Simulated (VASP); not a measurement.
Co2Ru:

```
Co Ru
1.0
     2.52648    0.00000    0.00000
    -1.26324    2.18799    0.00000
     0.00000    0.00000   12.40823
Co Ru
4 2
Direct
  0.33333 0.66667 0.91667
  0.33333 0.66667 0.58333
  0.66667 0.33333 0.08333
  0.66667 0.33333 0.41667
  0.33333 0.66667 0.25000
  0.66667 0.33333 0.75000
```

```yaml
Program: VASP 6.6.1
Task: relaxation of cell and atoms
Functional: PBE
Potentials_or_basis: VASP PAW PBE potentials, release 64 (Co, Ru_pv)
Cutoff: 600 eV
k_mesh: 6 × 6 × 2
Occupations: gaussian, width 0.1 eV
Spin: collinear spin, ferromagnetic start
Starting_moments: "[3.0, 3.0, 3.0, 3.0, 0.0, 0.0] μB"
```

At the start: pressure 13.4 GPa; volume 11.43 Å³/atom.

Task: Where does the relaxation end?

Result: Over 7 steps the energy falls by 49.0 meV/atom and the volume is 11.91 Å³/atom (+4.2 %); space group P6_3/mmc (No. 194, to 0.05 Å); moment 5.27 μB per cell.

Step by step:
```tsv
step	energy change (eV)	largest force (eV/Å)	pressure (GPa)	volume (Å³)
1	0.0000	0.6540	13.39	68.59
2	0.1298	0.0319	-16.97	78.43
3	-0.2398	0.3196	-2.93	72.68
4	-0.2879	0.1789	0.08	71.55
5	-0.2879	0.1814	0.03	71.56
6	-0.2931	0.0643	0.03	71.50
7	-0.2940	0.0022	0.11	71.46
```

Final structure:
```
Co Ru
1.0
     2.60346    0.00000    0.00000
    -1.30173    2.25467    0.00000
     0.00000    0.00000   12.17447
Co Ru
4 2
Direct
  0.33333 0.66667 0.92024
  0.33333 0.66667 0.57976
  0.66667 0.33333 0.07976
  0.66667 0.33333 0.42024
  0.33333 0.66667 0.25000
  0.66667 0.33333 0.75000
```

Caveat: the k points lie up to 0.46 Å⁻¹ apart in the final cell.
